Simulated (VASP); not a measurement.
Wanted: the native input for a VASP 6.6.1 run.

```yaml
Task: single point
Functional: LDA
Potentials_or_basis: VASP PAW LDA potentials, release 64 (Cu, O)
Cutoff: 520 eV
k_mesh: 9 × 9 × 5
Occupations: fermi-dirac, width 0.05 eV
Spin: no spin polarisation
Dipole_correction: no
Further_INCAR_settings: ALGO = Normal; EDIFF = 1e-06; NBANDS = 25
```

The structure of CuO lies in POSCAR:

```
CuO
1.0
    2.0041536028     -2.1678123362      0.0000000000
    2.0041536028      2.1678123362      0.0000000000
    0.0000000000      0.0000000000      5.1900742137
Cu O
2 2
Direct
    0.5000000000      0.0000000000      0.0000000000
    0.0000000000      0.5000000000      0.5000000000
    0.5000000000      0.5000000000      0.2500000000
    0.5000000000      0.5000000000      0.7500000000
```

One way to write it, as run:

INCAR

```
ALGO     = Normal         # electronic algorithm
EDIFF    = 1E-6           # SCF threshold, eV
ENCUT    = 520            # plane-wave cutoff, eV
GGA      = CA             # functional
ISIF     = 2              # what is computed and relaxed
ISMEAR   = -1             # smearing method
LASPH    = True           # aspherical terms in the spheres
LCHARG   = False          # write CHGCAR
LREAL    = False          # projectors in reciprocal space
LWAVE    = False          # write WAVECAR
NBANDS   = 25             # bands
NELM     = 100            # most SCF steps
PREC     = Accurate       # precision mode
SIGMA    = 0.05           # smearing width, eV
```

KPOINTS

```
k-points
0
Gamma
  9 9 5
```

Potentials or basis: VASP PAW LDA potentials, release 64 (Cu, O).

The run is started by

```bash
$ cat potpaw_LDA.64/Cu/POTCAR potpaw_LDA.64/O/POTCAR > POTCAR
$ mpirun -np 1 vasp_std > vasp.out
```

It gave:

| Property | Result |
| --- | --- |
| Pressure | -14.1 GPa |
| Band gap on the k mesh | zero (band 17 reaches 4.88 eV, above the bottom of band 18 at 4.02 eV) |

Caveat: semilocal functionals often make such compounds metallic where correlation or magnetic order opens a gap, which also shifts bond lengths.

Wall time 58 s on 1 thread of Intel(R) Xeon(R) Platinum 8259CL CPU @ 2.50GHz (Skylake/Cascade Lake), with other jobs on the host, peak memory 0.19 GiB.
